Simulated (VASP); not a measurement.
# Os (P6_3/mmc) in VASP: single point with r2SCAN

Aim: the single point of Os with r2SCAN.

Program: VASP 6.6.1. These are calculated values, not measurements. Logs are shortened: lines on timing, memory, paths and dates and some standing lists are left out, and cuts for length are marked.

### 1 The cell of the first run

The structure is hexagonal, space group P6_3/mmc (No. 194). Conventional cell: a = 2.739 Å, b = 2.739 Å, c = 4.316 Å, α = 90.00°, β = 90.00°, γ = 120.00°. Within 3.5 Å of Os (site symmetry -6m2) lie 12 Os at 2.68 to 2.74 Å.

### 2 Single point, r2SCAN

Contents of POSCAR:

```
Os
1.0
    2.7390104706      0.0000000000      0.0000000000
   -1.3695052353      2.3720526488      0.0000000000
    0.0000000000      0.0000000000      4.3162372531
Os
2
Direct
    0.3333333333      0.6666666667      0.2500000000
    0.6666666667      0.3333333333      0.7500000000
```

Contents of INCAR.step1:

```
SYSTEM = Os
PREC = Accurate
ENCUT = 620
ISMEAR = -1
SIGMA = 0.1
LREAL = .FALSE.
LASPH = .TRUE.
NELM = 120
NBANDS = 23
GGA = PE
ALGO = Normal
EDIFF = 1E-5
LWAVE = .TRUE.
LCHARG = .FALSE.
GGA_COMPAT = .FALSE.
```

Contents of INCAR.step2:

```
SYSTEM = Os
PREC = Accurate
ENCUT = 620
EDIFF = 1E-6
ISMEAR = -1
SIGMA = 0.1
LREAL = .FALSE.
LASPH = .TRUE.
NELM = 120
ALGO = Normal
ISIF = 2
LWAVE = .FALSE.
LCHARG = .FALSE.
METAGGA = R2SCAN
LMIXTAU = .TRUE.
NBANDS = 23
ISTART = 1
GGA_COMPAT = .FALSE.
```

Contents of KPOINTS:

```
Automatic mesh
0
G
  14 14 8
  0 0 0
```

Potentials or basis: VASP PAW PBE potentials, release 64 (Os_sv_GW).

Launch:

```sh
cat potpaw_PBE.64/Os_sv_GW/POTCAR > POTCAR
cp INCAR.step1 INCAR
mpirun -np 1 vasp_std > vasp.out
cp INCAR.step2 INCAR
mpirun -np 1 vasp_std > vasp.out
```

OUTCAR:

```text
SYSTEM = Os
   PREC = Accurate
   ENCUT = 620
   EDIFF = 1E-6
   ISMEAR = -1
   LREAL = .FALSE.
   LASPH = .TRUE.
   NELM = 120
   ISIF = 2
   METAGGA = R2SCAN
   ISTART = 1

 ion  position               nearest neighbor table
   1  0.333  0.667  0.250-   2 2.68   2 2.68   2 2.68   2 2.68   2 2.68   2 2.68
   2  0.667  0.333  0.750-   1 2.68   1 2.68   1 2.68   1 2.68   1 2.68   1 2.68

  LATTYP: Found a hexagonal cell.
 ALAT       =     2.7390104706
 C/A-ratio  =     1.5758381720

  Lattice vectors:

 A1 = (   2.7390104706,   0.0000000000,   0.0000000000)
 A2 = (  -1.3695052353,   2.3720526488,   0.0000000000)
 A3 = (   0.0000000000,   0.0000000000,   4.3162372531)

Analysis of symmetry for initial positions (statically):
=====================================================================
 Subroutine PRICEL returns:
 Original cell was already a primitive cell.

 Routine SETGRP: Setting up the symmetry group for a
 hexagonal supercell.

 Subroutine GETGRP returns: Found 24 space group operations
 (whereof 12 operations were pure point group operations)
 out of a pool of 24 trial point group operations.

The static configuration has the point symmetry D_3d.
 The point group associated with its full space group is D_6h.

Analysis of symmetry for dynamics (positions and initial velocities):
=====================================================================
 Subroutine PRICEL returns:
 Original cell was already a primitive cell.

 Routine SETGRP: Setting up the symmetry group for a
 hexagonal supercell.

 Subroutine GETGRP returns: Found 24 space group operations
 (whereof 12 operations were pure point group operations)
 out of a pool of 24 trial point group operations.

The dynamic configuration has the point symmetry D_3d.
 The point group associated with its full space group is D_6h.

 Subroutine INISYM returns: Found 24 space group operations
 (whereof 12 operations are pure point group operations),
 and found     1 'primitive' translations

----------------------------------------------------------------------------------------

                                     Primitive cell

  volume of cell :      28.0429

  direct lattice vectors                    reciprocal lattice vectors
     2.739010471  0.000000000  0.000000000     0.365095355  0.210787901  0.000000000
    -1.369505235  2.372052649  0.000000000     0.000000000  0.421575803  0.000000000
     0.000000000  0.000000000  4.316237253     0.000000000  0.000000000  0.231683279

  length of vectors
     2.739010471  2.739010471  4.316237253     0.421575803  0.421575803  0.231683279

  position of ions in fractional coordinates (direct lattice)
     0.333333333  0.666666667  0.250000000
     0.666666667  0.333333333  0.750000000

  ion indices of the primitive-cell ions
   primitive index   ion index
                 1           1
                 2           2

----------------------------------------------------------------------------------------

 KPOINTS: Automatic mesh

Automatic generation of k-mesh.
 Grid dimensions read from file:
 generate k-points for:   14   14    8

 Generating k-lattice:

  Cartesian coordinates                     Fractional coordinates (reciprocal lattice)
     0.026078240  0.015056279  0.000000000     0.071428571  0.000000000  0.000000000
     0.000000000  0.030112557  0.000000000     0.000000000  0.071428571  0.000000000
     0.000000000  0.000000000  0.028960410     0.000000000  0.000000000  0.125000000

  Length of vectors
     0.030112557  0.030112557  0.028960410

  Shift w.r.t. Gamma in fractional coordinates (k-lattice)
     0.000000000  0.000000000  0.000000000

 Subroutine IBZKPT returns following result:
 ===========================================

 Found    120 irreducible k-points:

 Following reciprocal coordinates:
            Coordinates               Weight
  0.000000  0.000000  0.000000      1.000000
  0.071429  0.000000  0.000000      6.000000
  0.142857 -0.000000  0.000000      6.000000
  0.214286  0.000000  0.000000      6.000000
  0.285714  0.000000  0.000000      6.000000
  0.357143  0.000000  0.000000      6.000000
[... 16 lines left out ...]
  0.285714  0.285714  0.000000      6.000000
  0.357143  0.285714  0.000000      6.000000
 [... further k-points ...]
   k-points           NKPTS =    120   k-points in BZ     NKDIM =    120   number of bands    NBANDS=     23
   number of dos      NEDOS =    301   number of ions     NIONS =      2
   total plane-waves  NPLWV =  20736
   dimension x,y,z NGX =    24 NGY =   24 NGZ =   36
   dimension x,y,z NGXF=    48 NGYF=   48 NGZF=   72
   ions per type =               2
   NGX,Y,Z   is equivalent  to a cutoff of  14.57, 14.57, 13.87 a.u.
   NGXF,Y,Z  is equivalent  to a cutoff of  29.13, 29.13, 27.73 a.u.
 SYSTEM =  Os
   PREC   = accura    normal or accurate (medium, high low for compatibility)
   ISTART =      1    job   : 0-new  1-cont  2-samecut
   ICHARG =      0    charge: 1-file 2-atom 10-const
   ISPIN  =      1    spin polarized calculation?
   LNONCOLLINEAR =      F non collinear calculations
   LSORBIT =      F    spin-orbit coupling
   LASPH  =      T    aspherical Exc in radial PAW
   ENCUT  =  620.0 eV  45.57 Ry    6.75 a.u.   5.56  5.56  8.76*2*pi/ulx,y,z
   NELM   =    120;   NELMIN=  2; NELMDL=  0     # of ELM steps
   EDIFF  = 0.1E-05   stopping-criterion for ELM
   LREAL  =      F    real-space projection
[... 7 lines left out ...]
   TEBEG  =    0.0;   TEEND  =   0.0 temperature during run
   PSTRESS=    0.0 pullay stress
   NELECT =      32.0000    total number of electrons
   NUPDOWN=      -1.0000    fix difference up-down
   EMIN   =  10.00;   EMAX   =-10.00  energy-range for DOS
   EFERMI =   0.00;   METHOD = LEGACY
   ISMEAR =    -1;   SIGMA  =   0.10  broadening in eV -4-tet -1-fermi 0-gaus
   EFERMI_NEDOS =   21; number of points for ismear=-14 and -15
   IALGO  =     38    algorithm
   IMIX   =      4    mixing-type and parameters
     AMIX     =   0.40;   BMIX     =  1.00
     AMIX_MAG =   1.60;   BMIX_MAG =  1.00
  volume/ion in A,a.u.               =      14.02        94.62
  Fermi-wavevector in a.u.,A,eV,Ry     =   1.710739  3.232828 39.819183  2.926627
  Thomas-Fermi vector in A             =   2.788982
   LORBIT       =      0    0 simple, 1 ext, 2 COOP (PROOUT), +10 PAW based schemes
   METAGGA = R2SCAN    functional components
   LHFCALC =     F    Hartree Fock is set to
   AEXX    =    0.0000 exact exchange contribution
   IVDW    =     0    specifies the selected vdW correction
   LEPSILON=     F    determine dielectric tensor
   LRPA    =     F    only Hartree local field effects (RPA)
 non-spin polarized calculation
  energy-cutoff  :      620.00
  volume of cell :       28.04
 maximum number of plane-waves:      1014
 NGX is ok and might be reduce to    24
   NGX = 11   NGY = 11   NGZ = 17

 number of electron      32.0000000 magnetization

 Free energy of the ion-electron system (eV)
  ---------------------------------------------------
  ext. energy  EPLUGINS =         0.00000000
  ---------------------------------------------------
  free energy    TOTEN  =      -108.20300765 eV

  energy without entropy =     -108.16072122  energy(sigma->0) =     -108.18186444

 E-fermi :  13.5660     XC(G=0): -16.0051

 val. band max:       13.5501936188   @ k =   0.2857   0.0714   0.0000
 cond. band min:      13.5666660650   @ k =   0.1429   0.0714   0.3750
 fundamental gap:      0.0164724462
 Fermi energy:        13.5659879035

 k-point     1 :       0.0000    0.0000    0.0000
  band No.  band energies     occupation
      1     -75.2326      2.00000
      2     -75.1015      2.00000
      3     -34.6016      2.00000
      4     -33.6080      2.00000
      5     -33.6080      2.00000
      6     -33.4180      2.00000
[... 15 lines left out ...]
     22      27.5179      0.00000
     23      30.0593      0.00000

 k-point     2 :       0.0714    0.0000    0.0000
  band No.  band energies     occupation
      1     -75.2279      2.00000
      2     -75.1000      2.00000
      3     -34.5831      2.00000
      4     -33.6474      2.00000
      5     -33.6214      2.00000
      6     -33.4592      2.00000
[... 15 lines left out ...]
     22      27.9651      0.00000
     23      30.3334      0.00000

 k-point     3 :       0.1429   -0.0000    0.0000
  band No.  band energies     occupation
      1     -75.2150      2.00000
      2     -75.0959      2.00000
      3     -34.5293      2.00000
      4     -33.7577      2.00000
      5     -33.6581      2.00000
      6     -33.5731      2.00000
[... 15 lines left out ...]
     22      29.0815      0.00000
     23      30.9268      0.00000

 k-point     4 :       0.2143    0.0000    0.0000
  band No.  band energies     occupation
      1     -75.1954      2.00000
      2     -75.0899      2.00000
      3     -34.4451      2.00000
      4     -33.9161      2.00000
      5     -33.7329      2.00000
      6     -33.7091      2.00000
[... 15 lines left out ...]
     22      29.1136      0.00000
     23      30.3720      0.00000

 k-point     5 :       0.2857    0.0000    0.0000
  band No.  band energies     occupation
      1     -75.1724      2.00000
      2     -75.0845      2.00000
      3     -34.3398      2.00000
      4     -34.0918      2.00000
      5     -33.9042      2.00000
      6     -33.7637      2.00000
[... 434 lines left out ...]
 k-point    22 :       0.3571    0.2143    0.0000
  band No.  band energies     occupation
      1     -75.1123      2.00000
      2     -75.0851      2.00000
      3     -34.3009      2.00000
      4     -34.1132      2.00000
      5     -34.0020      2.00000
      6     -33.9923      2.00000
[... 15 lines left out ...]
     22      25.2429      0.00000
     23      27.8640      0.00000

 k-point    23 :       0.2857    0.2857    0.0000
  band No.  band energies     occupation
      1     -75.1100      2.00000
      2     -75.0860      2.00000
      3     -34.2607      2.00000
      4     -34.1227      2.00000
      5     -33.9900      2.00000
      6     -33.9865      2.00000
[... 15 lines left out ...]
     22      25.7108      0.00000
     23      28.3003      0.00000

 k-point    24 :       0.3571    0.2857    0.0000
  band No.  band energies     occupation
      1     -75.1015      2.00000
      2     -75.0907      2.00000
      3     -34.2653      2.00000
      4     -34.0667      2.00000
      5     -34.0643      2.00000
      6     -33.9196      2.00000
[... 15 lines left out ...]
     22      27.1211      0.00000
     23      28.9103      0.00000

 [... further k-points ...]

------------------------ aborting loop because EDIFF is reached ----------------------------------------

  FORCE on cell =-STRESS in cart. coord.  units (eV):
  Direction    XX          YY          ZZ          XY          YZ          ZX
  --------------------------------------------------------------------------------------
  -------------------------------------------------------------------------------------
  Total       -0.1383236     -0.1383236     -0.1359428      0.0000000      0.0000000     -0.0000000
  in kB       -7.9028444     -7.9028444     -7.7668219      0.0000000      0.0000000     -0.0000000
  external PRESSURE =      -7.8575036 kB  Pullay stress =       0.0000000 kB

 VOLUME and BASIS-vectors are now :
 -----------------------------------------------------------------------------
  energy-cutoff  :      620.00
  volume of cell :       28.04
      direct lattice vectors                 reciprocal lattice vectors
     2.739010471  0.000000000  0.000000000     0.365095355  0.210787901  0.000000000
    -1.369505235  2.372052649  0.000000000     0.000000000  0.421575803  0.000000000
     0.000000000  0.000000000  4.316237253     0.000000000  0.000000000  0.231683279

 POSITION                                       TOTAL-FORCE (eV/Angst)
 -----------------------------------------------------------------------------------
     -0.00000      1.58137      1.07906         0.000000     -0.000000      0.000000
      1.36951      0.79068      3.23718        -0.000000      0.000000      0.000000
 -----------------------------------------------------------------------------------
    total drift:                                0.000000     -0.000000      0.000000

  FREE ENERGIE OF THE ION-ELECTRON SYSTEM (eV)
  ---------------------------------------------------
  free  energy   TOTEN  =      -108.2030076494 eV

  energy  without entropy=     -108.1607212207  energy(sigma->0) =     -108.18186444
```

Run time: 2.1 min. Hardware: 1 thread of Intel Xeon 6975P-C (Granite Rapids), shared host; peak memory 0.23 GiB.

What came out:

| Item | Value |
| --- | --- |
| Free energy | -108.2030 eV |
| Pressure | -0.8 GPa |
| Band gap on the k mesh | zero (bands 16 and 17 overlap by 3.91 eV) |

Caveat: the PAW data sets were made with another functional, which shifts forces and pressure a little; spin-orbit coupling is left out, which moves the levels of the heavy elements.
